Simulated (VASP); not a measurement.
Write the native input for VASP 6.6.1 that does the following.

```
Task                   : relaxation of cell and atoms
Functional             : PBE
Potentials or basis    : VASP PAW PBE potentials, release 64 (Mo_sv)
Cutoff                 : 600 eV
k mesh                 : 16 × 16 × 16
Occupations            : fermi-dirac, width 0.15 eV
Spin                   : no spin polarisation
Dipole correction      : no
Further INCAR settings : ALGO = Normal; EDIFF = 1e-06; IBRION = 2; EDIFFG = -0.001; NSW = 80; ISIF = 3
```

The structure of Mo lies in POSCAR:

```
Mo
1.0
   -1.5800494452      1.5800494452      1.5800494452
    1.5800494452     -1.5800494452      1.5800494452
    1.5800494452      1.5800494452     -1.5800494452
Mo
1
Direct
    0.0000000000      0.0000000000      0.0000000000
```

One way to write it, as run:

INCAR

```
PREC = Accurate
ENCUT = 600
EDIFF = 1E-6
ISMEAR = -1
SIGMA = 0.15
LREAL = F
LASPH = T
NELM = 100
ALGO = Normal
ISIF = 3
LWAVE = F
LCHARG = F
GGA = PE
IBRION = 2
NSW = 80
EDIFFG = -0.001
```

KPOINTS

```
Automatic mesh
0
Gamma
  16 16 16
```

Potentials or basis: VASP PAW PBE potentials, release 64 (Mo_sv).

The run is started by

```sh
$ cat potpaw_PBE.64/Mo_sv/POTCAR > POTCAR
$ mpirun -np 1 vasp_std > vasp.out
```

Results of the run:

```yaml
Relaxed_volume: 15.82 Å³/atom
Relaxed_cell: a = 2.739 Å, b = 2.739 Å, c = 2.739 Å, α = 109.47°, β = 109.47°, γ = 109.47°
Space_group_after_relaxing_to_0.05_Å: Im-3m (No. 229)
Energy_gained_by_relaxing: 0.1 meV/atom
Ionic_steps: 12
Pressure_after_relaxing: 0.0 GPa
Band_gap_on_the_k_mesh: zero (band 7 reaches 16.32 eV, above the bottom of band 8 at 11.07 eV)
```

It took 39 s on 1 thread of Intel(R) Xeon(R) 6975P-C (Granite Rapids), on a shared host, peak memory 0.17 GiB.
